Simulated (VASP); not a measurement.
GaS2:

```xyz
6
Lattice="3.5641 2.0578 3.5384 -3.5641 2.0578 3.5384 0.0000 -4.1155 3.5384" Properties=species:S:1:pos:R:3 pbc="T T T"
Ga    0.0000    0.0000    7.0782
Ga    0.0000    0.0000    3.5370
S     0.0000    0.0000    5.3076
S     0.0000    2.0578    3.5384
S    -1.7821   -1.0289    3.5384
S     1.7821   -1.0289    3.5384
```

The cell was generated, and may not be a known phase.

- Program: VASP 6.6.1
- Task: relaxation of cell and atoms
- Functional: PBE
- Potentials or basis: VASP PAW PBE potentials, release 64 (Ga_d, S)
- Cutoff: 600 eV
- k mesh: 3 × 3 × 3
- Occupations: gaussian, width 0.1 eV
- Spin: no spin polarisation

At the start: pressure 36.9 GPa; volume 25.95 Å³/atom.

Question: Where does the relaxation end?

Answer: Over 34 steps the energy falls by 1404.1 meV/atom and the volume is 44.78 Å³/atom (+72.6 %); space group R-3m (No. 166, to 0.1 Å) before and after.

The path:
```
step  energy change (eV)  largest force (eV/Å)  pressure (GPa)  volume (Å³)
   1              0.0000               13.9136           36.87       155.71
   2             -4.0721                1.7028           -4.66       327.11
   3             -7.4210                0.9128           -0.57       219.61
   4             -7.4629                0.8816           -0.20       216.49
   5             -7.5261                0.6252            1.93       203.61
   6             -7.5298                0.7093            1.31       206.59
   7             -7.5299                0.6775            1.58       205.49
   8             -7.6516                0.7067            0.26       214.32
   9             -7.6771                0.6598           -0.72       222.68
  10             -7.6784                0.6741           -0.58       221.10
  11             -7.7274                0.4972           -0.22       220.20
  12             -7.7542                0.1512            0.32       218.90
  13             -7.7906                0.1350            0.48       219.24
  14             -7.8869                0.1591            1.22       220.18
  15             -7.9304                0.8254            3.01       221.71
  16             -7.9549                0.8128            2.96       222.82
  17             -8.0219                0.7911            2.89       226.11
  18             -8.1286                0.7889            2.72       232.59
  19             -8.2423                0.8624            2.43       245.20
  20             -8.2439                1.2313            1.13       268.94
  21             -8.3502                0.5442            0.54       272.73
  22             -8.3765                0.0834            0.06       276.05
  23             -8.3801                0.0975           -0.02       276.71
  24             -8.3866                0.1322           -0.21       278.44
  25             -8.3866                0.1872           -0.61       281.89
  26             -8.3887                0.1634           -0.42       280.18
  27             -8.3914                0.1677           -0.39       279.78
  28             -8.3986                0.1832           -0.30       278.56
  29             -8.4085                0.2162           -0.16       276.10
  30             -8.4128                0.3039            0.07       271.07
  31             -8.4200                0.1862            0.12       270.17
  32             -8.4238                0.0787            0.07       269.28
  33             -8.4217                0.1187            0.03       267.49
  34             -8.4244                0.0120            0.06       268.67
```

Final structure:
```xyz
6
Lattice="3.8111 2.2003 5.3400 -3.8111 2.2003 5.3400 0.0000 -4.4007 5.3400" Properties=species:S:1:pos:R:3 pbc="T T T"
Ga    0.0000    0.0000   10.2969
Ga    0.0000    0.0000    5.7230
S     0.0000    0.0000    8.0099
S     0.0000    2.2003    5.3400
S    -1.9055   -1.1002    5.3400
S     1.9055   -1.1002    5.3400
```

Caveat: the k points lie up to 0.34 Å⁻¹ apart in the final cell; the volume moved by over 15 % at a fixed basis, so the end points are rough.
